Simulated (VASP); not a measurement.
Crystal: FeSi.

```
Fe Si
1.0
     4.53000    0.00000    0.00000
     0.00000    4.53000    0.00000
     0.00000    0.00000    4.53000
Fe Si
4 4
Direct
  0.13652 0.13652 0.13652
  0.36348 0.86348 0.63652
  0.63652 0.36348 0.86348
  0.86348 0.63652 0.36348
  0.84240 0.84240 0.84240
  0.65760 0.15760 0.34240
  0.34240 0.65760 0.15760
  0.15760 0.34240 0.65760
```

| Quantity | Value |
| --- | --- |
| Program | VASP 6.6.1 |
| Task | relaxation of the atoms |
| Functional | PBEsol |
| Potentials or basis | VASP PAW PBE potentials, release 64 (Fe, Si) |
| Cutoff | 520 eV |
| k mesh | 8 × 8 × 8 |
| Occupations | gaussian, width 0.01 eV |
| Spin | no spin polarisation |

At the start: pressure -17.3 GPa; volume 11.62 Å³/atom.

Problem. How do energy, volume and symmetry change on relaxing?

Solution. Over 6 steps the energy falls by 3.5 meV/atom; space group P2_13 (No. 198, to 0.1 Å) before and after.

Step by step:
```tsv
step	energy change (eV)	largest force (eV/Å)	pressure (GPa)
1	0.0000	0.2917	-17.29
2	-0.0198	0.1488	-16.88
3	-0.0267	0.0655	-16.36
4	-0.0267	0.0692	-16.38
5	-0.0279	0.0198	-16.27
6	-0.0280	0.0005	-16.24
```

Final structure:
```
CELL_PARAMETERS angstrom
4.53000 0.00000 0.00000
0.00000 4.53000 0.00000
0.00000 0.00000 4.53000
ATOMIC_POSITIONS crystal
Fe 0.13290 0.13290 0.13290
Fe 0.36710 0.86710 0.63290
Fe 0.63290 0.36710 0.86710
Fe 0.86710 0.63290 0.36710
Si 0.83915 0.83915 0.83915
Si 0.66085 0.16085 0.33915
Si 0.33915 0.66085 0.16085
Si 0.16085 0.33915 0.66085
```

Caveat: the PAW data sets were made with another functional, which shifts forces and pressure a little.
